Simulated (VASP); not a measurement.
# Sc in VASP: a series of runs

Runs on Sc. Level: PBE. Tasks: single point.

All numbers are computed with VASP 6.6.1; they aren't measurements. Logs are shortened: lines on timing, memory, paths and dates and some standing lists are left out, and cuts for length are marked.

## 1. The cell of the first run

The cell holds a sheet with vacuum, 1 atom: a = 2.857 Å, b = 2.857 Å, c = 14.000 Å, α = 90.00°, β = 90.00°, γ = 90.00°.

The cell was built from a structure type or drawn by symmetry, and may not be a known phase.

## 2. Single point, PBE

INCAR reads:

```
PREC     = Accurate       # precision mode
ENCUT    = 520            # plane-wave cutoff, eV
EDIFF    = 1E-6           # SCF threshold, eV
ISMEAR   = 0              # smearing method
SIGMA    = 0.1            # smearing width, eV
LREAL    = F              # projectors in reciprocal space
LASPH    = T              # aspherical terms in the spheres
NELM     = 80             # most SCF steps
ALGO     = Normal         # electronic algorithm
ISIF     = 2              # what is computed and relaxed
LWAVE    = F              # write WAVECAR
LCHARG   = T              # write CHGCAR
LDIPOL   = T            
IDIPOL   = 3            
DIPOL    = 0.5 0.5 0.500
GGA      = PE             # functional
LELF     = T              # ELF
LVHAR    = T            
LVACPOTAV= T            
NBANDS   = 12             # bands
```

KPOINTS reads:

```
regular mesh
0
Gamma
  6 6 1
```

POSCAR reads:

```
Sc
1.0
    2.8568390000      0.0000000000      0.0000000000
    0.0000000000      2.8568390000      0.0000000000
    0.0000000000      0.0000000000     14.0000000000
Sc
1
Direct
    0.5000000000      0.5000000000      0.5000000000
```

Potentials or basis: VASP PAW PBE potentials, release 64 (Sc_sv).

Command:

```console
$ cat potpaw_PBE.64/Sc_sv/POTCAR > POTCAR
$ mpirun -np 1 vasp_std > vasp.out
```

OUTCAR:

```text
PREC = Accurate
   ENCUT = 520
   EDIFF = 1E-6
   ISMEAR = 0
   LREAL = F
   LASPH = T
   NELM = 80
   ISIF = 2
   GGA = PE

 ion  position               nearest neighbor table
   1  0.500  0.500  0.500-

  LATTYP: Found a simple tetragonal cell.
 ALAT       =     2.8568390000
 C/A-ratio  =     4.9005211704

  Lattice vectors:

 A1 = (   2.8568390000,   0.0000000000,   0.0000000000)
 A2 = (   0.0000000000,   2.8568390000,   0.0000000000)
 A3 = (   0.0000000000,   0.0000000000,  14.0000000000)

Analysis of symmetry for initial positions (statically):
=====================================================================
 Subroutine PRICEL returns:
 Original cell was already a primitive cell.

 Routine SETGRP: Setting up the symmetry group for a
 simple tetragonal supercell.

 Subroutine GETGRP returns: Found 16 space group operations
 (whereof 16 operations were pure point group operations)
 out of a pool of 16 trial point group operations.

The static configuration has the point symmetry D_4h.

Analysis of symmetry for dynamics (positions and initial velocities):
=====================================================================
 Subroutine PRICEL returns:
 Original cell was already a primitive cell.

 Routine SETGRP: Setting up the symmetry group for a
 simple tetragonal supercell.

 Subroutine GETGRP returns: Found 16 space group operations
 (whereof 16 operations were pure point group operations)
 out of a pool of 16 trial point group operations.

The dynamic configuration has the point symmetry D_4h.

 Subroutine INISYM returns: Found 16 space group operations
 (whereof 16 operations are pure point group operations),
 and found     1 'primitive' translations

----------------------------------------------------------------------------------------

                                     Primitive cell

  volume of cell :     114.2614

  direct lattice vectors                    reciprocal lattice vectors
     2.856839000  0.000000000  0.000000000     0.350037226  0.000000000  0.000000000
     0.000000000  2.856839000  0.000000000     0.000000000  0.350037226  0.000000000
     0.000000000  0.000000000 14.000000000     0.000000000  0.000000000  0.071428571

  length of vectors
     2.856839000  2.856839000 14.000000000     0.350037226  0.350037226  0.071428571

  position of ions in fractional coordinates (direct lattice)
     0.500000000  0.500000000  0.500000000

  ion indices of the primitive-cell ions
   primitive index   ion index
                 1           1

----------------------------------------------------------------------------------------

 KPOINTS: regular mesh

Automatic generation of k-mesh.
 Grid dimensions read from file:
 generate k-points for:    6    6    1

 Generating k-lattice:

  Cartesian coordinates                     Fractional coordinates (reciprocal lattice)
     0.058339538  0.000000000  0.000000000     0.166666667  0.000000000  0.000000000
     0.000000000  0.058339538  0.000000000     0.000000000  0.166666667  0.000000000
     0.000000000  0.000000000  0.071428571     0.000000000  0.000000000  1.000000000

  Length of vectors
     0.058339538  0.058339538  0.071428571

  Shift w.r.t. Gamma in fractional coordinates (k-lattice)
     0.000000000  0.000000000  0.000000000

 Subroutine IBZKPT returns following result:
 ===========================================

 Found     10 irreducible k-points:

 Following reciprocal coordinates:
            Coordinates               Weight
  0.000000  0.000000  0.000000      1.000000
  0.166667  0.000000  0.000000      4.000000
  0.333333  0.000000  0.000000      4.000000
  0.500000  0.000000  0.000000      2.000000
  0.166667  0.166667  0.000000      4.000000
  0.333333  0.166667  0.000000      8.000000
  0.500000  0.166667  0.000000      4.000000
  0.333333  0.333333  0.000000      4.000000
  0.500000  0.333333  0.000000      4.000000
  0.500000  0.500000  0.000000      1.000000
   k-points           NKPTS =     10   k-points in BZ     NKDIM =     10   number of bands    NBANDS=     12
   number of dos      NEDOS =    301   number of ions     NIONS =      1
   total plane-waves  NPLWV =  62208
   dimension x,y,z NGX =    24 NGY =   24 NGZ =  108
   dimension x,y,z NGXF=    48 NGYF=   48 NGZF=  216
   ions per type =               1
   NGX,Y,Z   is equivalent  to a cutoff of  13.97, 13.97, 12.82 a.u.
   NGXF,Y,Z  is equivalent  to a cutoff of  27.93, 27.93, 25.65 a.u.
 SYSTEM =  unknown system
   PREC   = accura    normal or accurate (medium, high low for compatibility)
   ISTART =      0    job   : 0-new  1-cont  2-samecut
   ICHARG =      2    charge: 1-file 2-atom 10-const
   ISPIN  =      1    spin polarized calculation?
   LNONCOLLINEAR =      F non collinear calculations
   LSORBIT =      F    spin-orbit coupling
   LASPH  =      T    aspherical Exc in radial PAW
   ENCUT  =  520.0 eV  38.22 Ry    6.18 a.u.   5.31  5.31 26.03*2*pi/ulx,y,z
   NELM   =     80;   NELMIN=  2; NELMDL= -5     # of ELM steps
   EDIFF  = 0.1E-05   stopping-criterion for ELM
   LREAL  =      F    real-space projection
   EDIFFG = 0.1E-04   stopping-criterion for IOM
   NSW    =      0    number of steps for IOM
   IBRION =     -1    ionic relax: 0-MD 1-quasi-New 2-CG
   NFREE  =      0    steps in history (QN), initial steepest desc. (CG)
   ISIF   =      2    stress and relaxation
   ISYM   =      2    0-nonsym 1-usesym 2-fastsym
   POTIM  = 0.5000    time-step for ionic-motion
   TEBEG  =    0.0;   TEEND  =   0.0 temperature during run
   PSTRESS=    0.0 pullay stress
   NELECT =      11.0000    total number of electrons
   NUPDOWN=      -1.0000    fix difference up-down
   EMIN   =  10.00;   EMAX   =-10.00  energy-range for DOS
   EFERMI =   0.00;   METHOD = LEGACY
   ISMEAR =     0;   SIGMA  =   0.10  broadening in eV -4-tet -1-fermi 0-gaus
   EFERMI_NEDOS =   21; number of points for ismear=-14 and -15
   IALGO  =     38    algorithm
   IMIX   =      4    mixing-type and parameters
     AMIX     =   0.40;   BMIX     =  1.00
     AMIX_MAG =   1.60;   BMIX_MAG =  1.00
  volume/ion in A,a.u.               =     114.26       771.07
  Fermi-wavevector in a.u.,A,eV,Ry     =   0.750307  1.417875  7.659551  0.562961
  Thomas-Fermi vector in A             =   1.847028
   LORBIT       =      0    0 simple, 1 ext, 2 COOP (PROOUT), +10 PAW based schemes
   GGA     = PE    functional components
   LHFCALC =     F    Hartree Fock is set to
   AEXX    =    0.0000 exact exchange contribution
   IVDW    =     0    specifies the selected vdW correction
   LEPSILON=     F    determine dielectric tensor
   LRPA    =     F    only Hartree local field effects (RPA)
 non-spin polarized calculation
 Gauss-broadening in eV      SIGMA  =   0.10
  energy-cutoff  :      520.00
  volume of cell :      114.26
 maximum number of plane-waves:      3109
 NGX is ok and might be reduce to    24
   NGX = 11   NGY = 11   NGZ = 53

 number of electron      10.9999999 magnetization

 dipolmoment           0.000000      0.000000      0.000000 electrons x Angstroem

 Free energy of the ion-electron system (eV)
  ---------------------------------------------------
  ext. energy  EPLUGINS =         0.00000000
  ---------------------------------------------------
  free energy    TOTEN  =        -4.44890369 eV

  energy without entropy =       -4.41899484  energy(sigma->0) =       -4.43394927

 E-fermi :  -1.9129     XC(G=0):  -3.3334

 val. band max:       -1.9177065786   @ k =   0.3333   0.1667   0.0000
 cond. band min:      -1.8966520696   @ k =   0.1667   0.0000   0.0000
 fundamental gap:      0.0210545091
 Fermi energy:        -1.9129179827

 k-point     1 :       0.0000    0.0000    0.0000
  band No.  band energies     occupation
      1     -51.6897      2.00000
      2     -30.4993      2.00000
      3     -29.8878      2.00000
      4     -29.8878      2.00000
      5      -5.6044      2.00000
      6      -2.3367      2.00000
      7      -1.9298      1.18836
      8      -1.7896      0.08118
      9       1.1173      0.00000
     10       1.1173      0.00000
     11       1.3269      0.00000
     12       2.2163      0.00000

 k-point     2 :       0.1667    0.0000    0.0000
  band No.  band energies     occupation
      1     -51.6665      2.00000
      2     -30.4787      2.00000
      3     -30.0683      2.00000
      4     -29.8723      2.00000
      5      -4.9742      2.00000
      6      -1.9952      1.75570
      7      -1.8967      0.81806
      8      -1.4090      0.00000
      9       0.8633      0.00000
     10       1.1862      0.00000
     11       1.7395      0.00000
     12       1.7969      0.00000

 k-point     3 :       0.3333    0.0000    0.0000
  band No.  band energies     occupation
      1     -51.6199      2.00000
      2     -30.4372      2.00000
      3     -30.4166      2.00000
      4     -29.8411      2.00000
      5      -3.4674      2.00000
      6      -2.1480      1.99911
      7      -1.3831      0.00000
      8      -0.4558      0.00000
      9       0.9233      0.00000
     10       1.3277      0.00000
     11       1.4840      0.00000
     12       3.1896      0.00000
[... 76 lines left out ...]
 k-point     9 :       0.5000    0.3333    0.0000
  band No.  band energies     occupation
      1     -51.5296      2.00000
      2     -30.5089      2.00000
      3     -30.3596      2.00000
      4     -30.3238      2.00000
      5      -2.9912      2.00000
      6      -1.5324      0.00000
      7      -0.7534      0.00000
      8       0.3907      0.00000
      9       0.9055      0.00000
     10       2.9530      0.00000
     11       4.5686      0.00000
     12       5.6241      0.00000

 k-point    10 :       0.5000    0.5000    0.0000
  band No.  band energies     occupation
      1     -51.5071      2.00000
      2     -30.4832      2.00000
      3     -30.4832      2.00000
      4     -30.3406      2.00000
      5      -3.4361      2.00000
      6      -1.1892      0.00000
      7      -1.1892      0.00000
      8       0.6586      0.00000
      9       3.2189      0.00000
     10       3.9494      0.00000
     11       3.9494      0.00000
     12       6.7039      0.00000

------------------------ aborting loop because EDIFF is reached ----------------------------------------

  FORCE on cell =-STRESS in cart. coord.  units (eV):
  Direction    XX          YY          ZZ          XY          YZ          ZX
  --------------------------------------------------------------------------------------
  -------------------------------------------------------------------------------------
  Total        0.3264246      0.3264246     -0.0079300      0.0000000     -0.0000000      0.0000000
  in kB        4.5771366      4.5771366     -0.1111952      0.0000000     -0.0000000      0.0000000
  external PRESSURE =       3.0143593 kB  Pullay stress =       0.0000000 kB

 VOLUME and BASIS-vectors are now :
 -----------------------------------------------------------------------------
  energy-cutoff  :      520.00
  volume of cell :      114.26
      direct lattice vectors                 reciprocal lattice vectors
     2.856839000  0.000000000  0.000000000     0.350037226  0.000000000  0.000000000
     0.000000000  2.856839000  0.000000000     0.000000000  0.350037226  0.000000000
     0.000000000  0.000000000 14.000000000     0.000000000  0.000000000  0.071428571

 POSITION                                       TOTAL-FORCE (eV/Angst)
 -----------------------------------------------------------------------------------
      1.42842      1.42842      7.00000         0.000000      0.000000      0.000000
 -----------------------------------------------------------------------------------
    total drift:                                0.000000      0.000000     -0.000000

  FREE ENERGIE OF THE ION-ELECTRON SYSTEM (eV)
  ---------------------------------------------------
  free  energy   TOTEN  =        -4.4489036916 eV

  energy  without entropy=       -4.4189948432  energy(sigma->0) =       -4.43394927

 vacuum level on the upper side and lower side of the slab         1.813         1.813
```

It took 20 s on 1 thread of Intel Xeon Platinum 8259CL at 2.50GHz (Skylake/Cascade Lake), shared host; peak memory 0.23 GiB.

What came out:

* Free energy: -4.4489 eV
* Band gap on the k mesh: zero (an odd number of electrons rules out a gap without spin polarisation)

Levels at points of the mesh, in eV from the Fermi level:
| k point | band 1 | band 2 | band 3 | band 4 | band 5 | band 6 | band 7 | band 8 | band 9 | band 10 |
| --- | --- | --- | --- | --- | --- | --- | --- | --- | --- | --- |
| (0.00, 0.00, 0.00) | -49.78 | -28.59 | -27.97 | -27.97 | -3.69 | -0.42 | -0.02 | 0.12 | 3.03 | 3.03 |
| (0.50, 0.00, 0.00) | -49.68 | -28.67 | -28.50 | -27.91 | -0.49 | -0.46 | 1.03 | 1.60 | 2.48 | 3.31 |
| (0.50, 0.50, 0.00) | -49.59 | -28.57 | -28.57 | -28.43 | -1.52 | 0.72 | 0.72 | 2.57 | 5.13 | 5.86 |

Caveat: the k points lie up to 0.37 Å⁻¹ apart, too coarse for converged energies and pressures of a metal.

(Continued in part 2 of 2.)
